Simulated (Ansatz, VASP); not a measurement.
**SnSe: VASP beside Ansatz**

The input INCAR:

```
PREC = Accurate
ENCUT = 520
EDIFF = 1E-7
ISMEAR = -1
SIGMA = 0.02
LREAL = False
LASPH = True
NELM = 100
ALGO = Normal
ISIF = 2
LWAVE = False
LCHARG = True
GGA = CA
LELF = True
LVHAR = True
NBANDS = 28
```

KPOINTS

```
Automatic mesh
0
Gamma
  6 6 6
```

File POSCAR:

```
SnSe
1.0
    2.1236689167     -5.9040304868      0.0000000000
    2.1236689167      5.9040304868      0.0000000000
    0.0000000000      0.0000000000      4.2288625191
Sn Se
2 2
Direct
    0.8740995176      0.1259004824      0.2500000000
    0.1259004824      0.8740995176      0.7500000000
    0.6451033447      0.3548966553      0.2500000000
    0.3548966553      0.6451033447      0.7500000000
```

Input for Ansatz:

```yaml
crystal:
  lattice:
    - [2.1236689167, -5.9040304868, 0.0]
    - [2.1236689167, 5.9040304868, 0.0]
    - [0.0, 0.0, 4.2288625191]
  atoms:
    - { symbol: Sn, position: [0.8740995176, 0.1259004824, 0.25] }
    - { symbol: Sn, position: [0.1259004824, 0.8740995176, 0.75] }
    - { symbol: Se, position: [0.6451033447, 0.3548966553, 0.25] }
    - { symbol: Se, position: [0.3548966553, 0.6451033447, 0.75] }
kpoints:
  mp_grid: { grid: [6, 6, 6] }
  band_path:
    path:
      - [0.0, 0.0, 0.0]
      - [-0.5, 0.5, 0.0]
      - [-0.282345692, 0.717654308, 0.0]
      - [0.282345692, 0.282345692, 0.0]
      - [0.0, 0.0, 0.5]
      - [0.282345692, 0.282345692, 0.5]
      - [-0.282345692, 0.717654308, 0.5]
      - [-0.5, 0.5, 0.5]
      - [0.0, 0.5, 0.0]
      - [0.5, 0.5, 0.333333]
    npoints: 1
hamiltonian:
  xc: lda
scf:
  occupations: { method: fermi_dirac, width: 0.02 }
  n_extra_bands: 5
output:
  forces: true
  stress: true
  eigenvalues: true
```

Alike in both runs: task single point; functional LDA; k mesh 6 × 6 × 6; occupations fermi-dirac, width 0.02 eV; no spin polarisation.

|  | VASP | Ansatz |
| --- | --- | --- |
| version | VASP 6.6.1 | Ansatz 0.2.0 |
| potentials or method | VASP PAW LDA potentials, release 64 (Sn_d, Se) | plane waves, PAW |
| plane-wave cutoff (eV) | 520 | 420 |
| valence electrons in the cell | 40 | 60 |

Ansatz gave:

| Quantity | Value |
| --- | --- |
| pressure (GPa) | -2.4 |
| traceless stress, the component that is largest in VASP (GPa) | 0.39 |
| rms of the force components (eV/Å) | 0.027 |

Task: Which values does VASP return?

Result: Pressure (GPa): -2.3; traceless stress, the component that is largest in VASP (GPa): 0.42; rms of the force components (eV/Å): 0.031.

LDA's correlation is that of Perdew and Zunger in VASP and of Perdew and Wang (1992) in Ansatz. Atom by atom the forces differ by 0.013 eV/Å (rms over components). VASP's potentials hold 40 valence electrons a cell and Ansatz's 60, so a difference there can come from the potentials and not from the codes.
